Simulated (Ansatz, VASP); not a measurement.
# One calculation of Cl, two programs

Contents of INCAR:

```
PREC = Accurate ; ENCUT = 600
EDIFF = 1E-6 ; ISMEAR = 0
SIGMA = 0.1 ; LREAL = False
LASPH = True ; NELM = 80
ALGO = Normal ; ISIF = 3
LWAVE = False ; LCHARG = False
GGA = PE ; IBRION = 2
NSW = 90 ; EDIFFG = -0.04
```

File KPOINTS:

```
Automatic mesh
0
Gamma
  4 6 2
```

The input POSCAR:

```
Cl
1.0
    4.0184486800      0.0000000000      0.0000000000
    0.0000000000      3.2483627300      0.0000000000
    0.0000000000      0.0000000000      8.6669681300
Cl
4
Direct
    0.0469999900      0.2500000000      0.8930000100
    0.4530000100      0.7500000000      0.3930000100
    0.5469999900      0.2500000000      0.6069999900
    0.9530000100      0.7500000000      0.1069999900
```

Input for Ansatz:

```yaml
crystal:
  lattice:
    - [4.01844868, 0.0, 0.0]
    - [0.0, 3.24836273, 0.0]
    - [0.0, 0.0, 8.66696813]
  atoms:
    - { symbol: Cl, position: [0.04699999, 0.25, 0.89300001] }
    - { symbol: Cl, position: [0.45300001, 0.75, 0.39300001] }
    - { symbol: Cl, position: [0.54699999, 0.25, 0.60699999] }
    - { symbol: Cl, position: [0.95300001, 0.75, 0.10699999] }
basis:
  ecutwfc: 420
kpoints:
  mp_grid: { grid: [4, 6, 2] }
hamiltonian:
  xc: pbe
scf:
  occupations: { method: gaussian, width: 0.1 }
  lower_state_search: "off"
output:
  forces: true
  stress: true
  eigenvalues: true
relax:
  adjacent_minimum: "off"
  f_tol: 0.04
  max_steps: 70
  cell: { stress_tol: 0.4 }
```

Alike in both runs: task relaxation of cell and atoms; functional PBE; k mesh 4 × 6 × 2; occupations gaussian, width 0.1 eV; no spin polarisation.

|  | VASP | Ansatz |
| --- | --- | --- |
| version | VASP 6.6.1 | Ansatz 0.2.0 |
| potentials or method | VASP PAW PBE potentials, release 64 (Cl), cutoff 600 eV | scalar-relativistic, plane waves, PAW |
| valence electrons in the cell | 28 | 28 |

Ansatz gave:

| Item | Value |
| --- | --- |
| gap on the k mesh at the Fermi level, each at its own relaxed structure (eV) | none |
| relaxed volume (Å³/atom) | 26.88 |
| relaxed cell length with the largest relative difference (Å) | 3.973 |

What did VASP give for the same quantities?

gap on the k mesh at the Fermi level, each at its own relaxed structure (eV): none; relaxed volume (Å³/atom): 26.83; relaxed cell length with the largest relative difference (Å): 3.993.

A gap of «none» marks a metal or a gap that the smearing closes.

The k mesh is coarse, so the values compare programs but aren't converged.
